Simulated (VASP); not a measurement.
The system is Cu2SiO3.

```
Cu Si O
1.0
     2.50741    1.44765    4.01871
    -2.50741    1.44765    4.01871
     0.00000   -2.89531    4.01871
Cu Si O
2 1 3
Direct
  0.62478 0.62478 0.62478
  0.37522 0.37522 0.37522
  0.00000 0.00000 0.00000
  0.00000 0.50000 0.00000
  0.50000 0.00000 0.00000
  0.00000 0.00000 0.50000
```

```yaml
Program: VASP 6.6.1
Task: relaxation of cell and atoms
Functional: PBEsol
Potentials_or_basis: VASP PAW PBE potentials, release 64 (Cu, Si, O)
Cutoff: 600 eV
k_mesh: 6 × 6 × 6
Occupations: fermi-dirac, width 0.03 eV
Spin: no spin polarisation
```

At the start: pressure -25.3 GPa; volume 14.59 Å³/atom.

**Question.** How do energy, volume and symmetry change on relaxing?

**Answer.** Over 16 steps the energy falls by 1665.3 meV/atom and the volume is 9.38 Å³/atom (-35.7 %); space group R-3m (No. 166, to 0.1 Å) before and after.

Step by step:
```csv
step,energy change (eV),largest force (eV/Å),pressure (GPa),volume (Å³)
1,0.0000,0.0248,-25.35,87.52
2,-4.5747,0.2220,-12.08,61.23
3,-5.2751,0.4758,5.37,54.06
4,-5.3443,0.6604,15.55,51.52
5,-7.5182,4.8183,62.66,44.53
6,-7.6286,4.0344,53.00,45.33
7,-9.2013,1.8762,35.06,48.49
8,-9.3065,1.2186,32.06,49.55
9,-9.9346,0.0655,7.65,53.81
10,-9.9686,0.0646,2.16,55.22
11,-9.9686,0.0712,1.75,55.34
12,-9.9806,0.0746,0.98,55.67
13,-9.9873,0.3580,-0.56,56.30
14,-9.9876,0.3086,-0.29,56.19
15,-9.9913,0.1150,-0.07,56.24
16,-9.9919,0.0025,0.08,56.26
```

Final structure:
```cif
data_structure
_symmetry_space_group_name_H-M 'P 1'
_symmetry_Int_Tables_number 1
_cell_length_a 3.8501
_cell_length_b 3.8501
_cell_length_c 3.8501
_cell_angle_alpha 84.255
_cell_angle_beta 84.255
_cell_angle_gamma 84.255
_cell_volume 56.26
loop_
_atom_site_label
_atom_site_type_symbol
_atom_site_fract_x
_atom_site_fract_y
_atom_site_fract_z
_atom_site_occupancy
Cu1 Cu 0.64688 0.64688 0.64688 1
Cu2 Cu 0.35312 0.35312 0.35312 1
Si1 Si 0.00000 0.00000 0.00000 1
O1 O 0.00000 0.50000 0.00000 1
O2 O 0.50000 0.00000 0.00000 1
O3 O 0.00000 0.00000 0.50000 1
```

Caveat: the volume moved by over 15 % at a fixed basis, so the end points are rough; the PAW data sets were made with another functional, which shifts forces and pressure a little.
